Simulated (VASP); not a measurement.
# BiO5H5 in VASP: single point with PBE

Aim: the single point of BiO5H5 with PBE.

Everything below comes from runs of VASP 6.6.1. Logs are shortened: lines on timing, memory, paths and dates and some standing lists are left out, and cuts for length are marked.

## Step 1: The cell of the first run

The cell holds a molecule in a box, 11 atoms: a = 13.860 Å, b = 12.790 Å, c = 12.720 Å, α = 90.00°, β = 90.00°, γ = 90.00°.

## Step 2: Single point, PBE, non-collinear spin, zero start, spin-orbit coupling

INCAR reads:

```
PREC     = Accurate       # precision mode
ENCUT    = 520            # plane-wave cutoff, eV
EDIFF    = 1E-7           # SCF threshold, eV
ISMEAR   = 0              # smearing method
SIGMA    = 0.01           # smearing width, eV
LREAL    = F              # projectors in reciprocal space
LASPH    = T              # aspherical terms in the spheres
NELM     = 150            # most SCF steps
ALGO     = Normal         # electronic algorithm
ISIF     = 2              # what is computed and relaxed
LWAVE    = F              # write WAVECAR
LCHARG   = F              # write CHGCAR
MAGMOM   = 0 0 0 0 0 0 0 0 0 0 0 0 0 0 0 0 0 0 0 0 0 0 0 0 0 0 0 0 0 0 0 0 0 # initial moments
LORBIT   = 11             # projections on sites
LSORBIT  = T              # spin-orbit coupling
GGA_COMPAT= F            
LORBMOM  = T            
GGA      = PE             # functional
NBANDS   = 71             # bands
```

KPOINTS reads:

```
Automatic mesh
0
Gamma
  1 1 1
```

POSCAR reads:

```
BiH5O5
1.0
   13.8600000000      0.0000000000      0.0000000000
    0.0000000000     12.7900000000      0.0000000000
    0.0000000000      0.0000000000     12.7200000000
Bi O H
1 5 5
Direct
    0.4977936500      0.5054386200      0.4534434000
    0.4805945200      0.5002243900      0.6175235800
    0.6511457400      0.4941282300      0.4709229600
    0.5136132800      0.6454112600      0.3709080200
    0.3478059200      0.5140453500      0.4422728000
    0.5090938000      0.3668147000      0.3689300300
    0.5416378100      0.4762056300      0.6464080200
    0.6755800900      0.5504464400      0.5146501600
    0.5820223700      0.6483307300      0.3537735800
    0.3246753200      0.4987333900      0.5128726400
    0.5780137100      0.3518373700      0.3678089600
```

Potentials or basis: VASP PAW PBE potentials, release 64 (Bi_d, O, H).

Run with:

```sh
$ cat potpaw_PBE.64/Bi_d/POTCAR potpaw_PBE.64/O/POTCAR potpaw_PBE.64/H/POTCAR > POTCAR
$ mpirun -np 1 vasp_ncl > vasp.out
```

OUTCAR:

```text
PREC = Accurate
   ENCUT = 520
   EDIFF = 1E-7
   ISMEAR = 0
   LREAL = F
   LASPH = T
   NELM = 150
   ISIF = 2
   LORBIT = 11
   LSORBIT = T
   GGA = PE

 ion  position               nearest neighbor table
   1  0.498  0.505  0.453-   6 2.08   5 2.09   4 2.09   2 2.10   3 2.14
   2  0.481  0.500  0.618-   7 0.97   1 2.10
   3  0.651  0.494  0.471-   8 0.97   1 2.14
   4  0.514  0.645  0.371-   9 0.97   1 2.09
   5  0.348  0.514  0.442-  10 0.97   1 2.09
   6  0.509  0.367  0.369-  11 0.97   1 2.08
   7  0.542  0.476  0.646-   2 0.97
   8  0.676  0.550  0.515-   3 0.97
   9  0.582  0.648  0.354-   4 0.97
  10  0.325  0.499  0.513-   5 0.97
  11  0.578  0.352  0.368-   6 0.97

  LATTYP: Found a simple orthorhombic cell.
 ALAT       =    12.7200000000
 B/A-ratio  =     1.0055031447
 C/A-ratio  =     1.0896226415

  Lattice vectors:

 A1 = (   0.0000000000,   0.0000000000, -12.7200000000)
 A2 = (   0.0000000000,  12.7900000000,   0.0000000000)
 A3 = (  13.8600000000,   0.0000000000,   0.0000000000)

Analysis of symmetry for initial positions (statically):
=====================================================================
 Subroutine PRICEL returns:
 Original cell was already a primitive cell.

 Routine SETGRP: Setting up the symmetry group for a
 simple orthorhombic supercell.

 Subroutine GETGRP returns: Found  1 space group operations
 (whereof  1 operations were pure point group operations)
 out of a pool of  8 trial point group operations.

The static configuration has the point symmetry C_1 .

Analysis of symmetry for dynamics (positions and initial velocities):
=====================================================================
 Subroutine PRICEL returns:
 Original cell was already a primitive cell.

 Routine SETGRP: Setting up the symmetry group for a
 simple orthorhombic supercell.

 Subroutine GETGRP returns: Found  1 space group operations
 (whereof  1 operations were pure point group operations)
 out of a pool of  8 trial point group operations.

The dynamic configuration has the point symmetry C_1 .

Analysis of structural, dynamic, and magnetic symmetry:
=====================================================================
 Subroutine PRICEL returns:
 Original cell was already a primitive cell.

 Routine SETGRP: Setting up the symmetry group for a
 simple orthorhombic supercell.

 Subroutine GETGRP returns: Found  1 space group operations
 (whereof  1 operations were pure point group operations)
 out of a pool of  8 trial point group operations.

The overall configuration has the point symmetry C_1 .

 Subroutine INISYM returns: Found  1 space group operations
 (whereof  1 operations are pure point group operations),
 and found     1 'primitive' translations

----------------------------------------------------------------------------------------

                                     Primitive cell

  volume of cell :    2254.8668

  direct lattice vectors                    reciprocal lattice vectors
    13.860000000  0.000000000  0.000000000     0.072150072  0.000000000  0.000000000
     0.000000000 12.790000000  0.000000000     0.000000000  0.078186083  0.000000000
     0.000000000  0.000000000 12.720000000     0.000000000  0.000000000  0.078616352

  length of vectors
    13.860000000 12.790000000 12.720000000     0.072150072  0.078186083  0.078616352

  position of ions in fractional coordinates (direct lattice)
     0.497793650  0.505438620  0.453443400
     0.480594520  0.500224390  0.617523580
     0.651145740  0.494128230  0.470922960
     0.513613280  0.645411260  0.370908020
     0.347805920  0.514045350  0.442272800
     0.509093800  0.366814700  0.368930030
     0.541637810  0.476205630  0.646408020
     0.675580090  0.550446440  0.514650160
     0.582022370  0.648330730  0.353773580
     0.324675320  0.498733390  0.512872640
     0.578013710  0.351837370  0.367808960

  ion indices of the primitive-cell ions
   primitive index   ion index
                 1           1
                 2           2
                 3           3
[... 186 lines left out ...]
  Direction    XX          YY          ZZ          XY          YZ          ZX
  --------------------------------------------------------------------------------------
  -------------------------------------------------------------------------------------
  Total        0.1769401     -0.3475738      0.0062270     -0.1212117      0.0147345      0.0359531
  in kB        0.1257233     -0.2469657      0.0044245     -0.0861260      0.0104695      0.0255462
  external PRESSURE =      -0.0389393 kB  Pullay stress =       0.0000000 kB

 VOLUME and BASIS-vectors are now :
 -----------------------------------------------------------------------------
  energy-cutoff  :      520.00
  volume of cell :     2254.87
      direct lattice vectors                 reciprocal lattice vectors
    13.860000000  0.000000000  0.000000000     0.072150072  0.000000000  0.000000000
     0.000000000 12.790000000  0.000000000     0.000000000  0.078186083  0.000000000
     0.000000000  0.000000000 12.720000000     0.000000000  0.000000000  0.078616352

 POSITION                                       TOTAL-FORCE (eV/Angst)
 -----------------------------------------------------------------------------------
      6.89942      6.46456      5.76780         0.061957      0.015365      0.072029
      6.66104      6.39787      7.85490        -0.321836      0.122337     -0.171747
      9.02488      6.31990      5.99014        -0.080393     -0.257761     -0.188942
      7.11868      8.25481      4.71795        -0.417131     -0.082726      0.097905
      4.82059      6.57464      5.62571         0.261481      0.066439     -0.327640
      7.05604      4.69156      4.69279        -0.354703      0.155393      0.027433
      7.50710      6.09067      8.22231         0.257681     -0.119717      0.112165
      9.36354      7.04021      6.54635         0.076011      0.231239      0.160394
      8.06683      8.29215      4.50000         0.300569     -0.015958     -0.072634
      4.50000      6.37880      6.52374        -0.072435     -0.067480      0.288454
      8.01127      4.50000      4.67853         0.288799     -0.047133      0.002583
 -----------------------------------------------------------------------------------
    total drift:                                0.001112     -0.001444     -0.000846

  FREE ENERGIE OF THE ION-ELECTRON SYSTEM (eV)
  ---------------------------------------------------
  free  energy   TOTEN  =       -54.3130684719 eV

  energy  without entropy=      -54.3130684719  energy(sigma->0) =      -54.31306847

 orbital moment (x)

 # of ion     p       d       tot
 ----------------------------------------
  1         0.000  -0.000  -0.000
  2        -0.000   0.000  -0.000
  3         0.000   0.000   0.000
  4         0.000   0.000   0.000
  5        -0.000   0.000  -0.000
  6         0.000   0.000   0.000
  7        -0.000   0.000  -0.000
  8        -0.000   0.000  -0.000
  9         0.000   0.000   0.000
 10        -0.000   0.000  -0.000
 11        -0.000   0.000  -0.000
 ----------------------------------------
            0.000  -0.000   0.000

 orbital moment (y)

 # of ion     p       d       tot
 ----------------------------------------
  1         0.000  -0.000  -0.000
  2        -0.000   0.000  -0.000
  3         0.000   0.000   0.000
  4        -0.000   0.000  -0.000
  5        -0.000   0.000  -0.000
  6        -0.000   0.000  -0.000
  7         0.000   0.000   0.000
  8        -0.000   0.000  -0.000
  9         0.000   0.000   0.000
 10        -0.000   0.000  -0.000
 11         0.000   0.000   0.000
 ----------------------------------------
           -0.000  -0.000  -0.000

 orbital moment (z)

 # of ion     p       d       tot
 ----------------------------------------
  1         0.000   0.000   0.000
  2         0.000   0.000   0.000
  3         0.000   0.000   0.000
  4         0.000   0.000   0.000
  5         0.000   0.000   0.000
  6         0.000   0.000   0.000
  7         0.000   0.000   0.000
  8         0.000   0.000   0.000
  9        -0.000   0.000  -0.000
 10        -0.000   0.000  -0.000
 11        -0.000   0.000  -0.000
 ----------------------------------------
            0.000   0.000   0.000

 Spin-Orbit-Coupling matrix elements

 Ion:    1  E_soc:     -1.0326458
 l=   1
     0.0000000    -0.1113846    -0.1087231
    -0.1113846     0.0000000    -0.1082319
    -0.1087231    -0.1082319     0.0000000
 l=   2
     0.0000000    -0.0125717     0.0000000    -0.0126534    -0.0495058
    -0.0125717     0.0000000    -0.0383467    -0.0126575    -0.0128723
     0.0000000    -0.0383467     0.0000000    -0.0371680     0.0000000
    -0.0126534    -0.0126575    -0.0371680     0.0000000    -0.0122078
    -0.0495058    -0.0128723     0.0000000    -0.0122078     0.0000000
 l=   3
     0.0000000     0.0000000     0.0000000     0.0000000     0.0000000     0.0000000     0.0000000
     0.0000000     0.0000000     0.0000000     0.0000000     0.0000000     0.0000000     0.0000000
     0.0000000     0.0000000     0.0000000     0.0000000     0.0000000     0.0000000     0.0000000
     0.0000000     0.0000000     0.0000000     0.0000000     0.0000000     0.0000000     0.0000000
[... 189 lines left out ...]
 l=   2
     0.0000000     0.0000000     0.0000000     0.0000000     0.0000000
     0.0000000     0.0000000     0.0000000     0.0000000     0.0000000
     0.0000000     0.0000000     0.0000000     0.0000000     0.0000000
     0.0000000     0.0000000     0.0000000     0.0000000     0.0000000
     0.0000000     0.0000000     0.0000000     0.0000000     0.0000000
 l=   3
     0.0000000     0.0000000     0.0000000     0.0000000     0.0000000     0.0000000     0.0000000
     0.0000000     0.0000000     0.0000000     0.0000000     0.0000000     0.0000000     0.0000000
     0.0000000     0.0000000     0.0000000     0.0000000     0.0000000     0.0000000     0.0000000
     0.0000000     0.0000000     0.0000000     0.0000000     0.0000000     0.0000000     0.0000000
     0.0000000     0.0000000     0.0000000     0.0000000     0.0000000     0.0000000     0.0000000
     0.0000000     0.0000000     0.0000000     0.0000000     0.0000000     0.0000000     0.0000000
     0.0000000     0.0000000     0.0000000     0.0000000     0.0000000     0.0000000     0.0000000

 total charge

# of ion       s       p       d       tot
------------------------------------------
    1        1.336   1.192  10.184  12.712
    2        1.580   3.469   0.000   5.050
    3        1.577   3.476   0.000   5.054
    4        1.583   3.457   0.000   5.040
    5        1.581   3.459   0.000   5.040
    6        1.582   3.460   0.000   5.042
    7        0.622   0.123   0.000   0.745
    8        0.625   0.123   0.000   0.748
    9        0.621   0.122   0.000   0.743
   10        0.619   0.123   0.000   0.741
   11        0.618   0.122   0.000   0.740
--------------------------------------------------
tot         12.344  19.127  10.184  41.654

 magnetization (x)

# of ion       s       p       d       tot
------------------------------------------
    1        0.000   0.000  -0.000  -0.000
    2        0.000   0.000   0.000   0.000
    3       -0.000  -0.000   0.000  -0.000
    4        0.000  -0.000   0.000  -0.000
    5       -0.000   0.000   0.000   0.000
    6       -0.000  -0.000   0.000  -0.000
    7       -0.000   0.000   0.000  -0.000
    8        0.000   0.000   0.000   0.000
    9       -0.000   0.000   0.000  -0.000
   10        0.000   0.000   0.000   0.000
   11       -0.000  -0.000   0.000  -0.000
--------------------------------------------------
tot         -0.000  -0.000  -0.000  -0.000

 magnetization (y)

# of ion       s       p       d       tot
------------------------------------------
    1       -0.000  -0.000   0.000   0.000
    2       -0.000  -0.000   0.000  -0.000
    3        0.000   0.000   0.000   0.000
    4        0.000   0.000   0.000   0.000
    5       -0.000  -0.000   0.000  -0.000
    6        0.000   0.000   0.000   0.000
    7        0.000  -0.000   0.000   0.000
    8       -0.000  -0.000   0.000  -0.000
    9       -0.000  -0.000   0.000  -0.000
   10        0.000  -0.000   0.000   0.000
   11        0.000   0.000   0.000   0.000
--------------------------------------------------
tot          0.000  -0.000   0.000  -0.000

 magnetization (z)

# of ion       s       p       d       tot
------------------------------------------
    1       -0.000   0.000  -0.000  -0.000
    2        0.000   0.000   0.000   0.000
    3        0.000  -0.000   0.000  -0.000
    4        0.000   0.000   0.000   0.000
    5       -0.000  -0.000   0.000  -0.000
    6       -0.000   0.000   0.000   0.000
    7       -0.000   0.000   0.000  -0.000
    8       -0.000   0.000   0.000  -0.000
    9        0.000   0.000   0.000   0.000
   10       -0.000  -0.000   0.000  -0.000
   11       -0.000   0.000   0.000  -0.000
--------------------------------------------------
tot         -0.000   0.000  -0.000   0.000
```

Wall time 21 min (1 thread of Intel Xeon 6975P-C (Granite Rapids), shared host); peak memory 5.2 GiB.

Results:

| Item | Value |
| --- | --- |
| Free energy | -54.3131 eV |
| Largest force | 0.436 eV/Å |
| Net moment | 0.00 μB per cell |
| Valence electrons inside the program's atomic spheres | Bi 12.71; O 5.05, 5.04 (each value once); H 0.74, 0.75 (each value once) |

Forces in eV/Å, atoms in the order of the input:
```
Bi   0.062  0.015  0.072
O   -0.322  0.122 -0.172
O   -0.080 -0.258 -0.189
O   -0.417 -0.083  0.098
O    0.261  0.066 -0.328
O   -0.355  0.155  0.027
H    0.258 -0.120  0.112
H    0.076  0.231  0.160
H    0.301 -0.016 -0.073
H   -0.072 -0.067  0.288
H    0.289 -0.047  0.003
```

Moments on the atoms (μB; x, y, z):
```
Bi  0.00 0.00 0.00
O   0.00 0.00 0.00
O   0.00 0.00 0.00
O   0.00 0.00 0.00
O   0.00 0.00 0.00
O   0.00 0.00 0.00
H   0.00 0.00 0.00
H   0.00 0.00 0.00
H   0.00 0.00 0.00
H   0.00 0.00 0.00
H   0.00 0.00 0.00
```
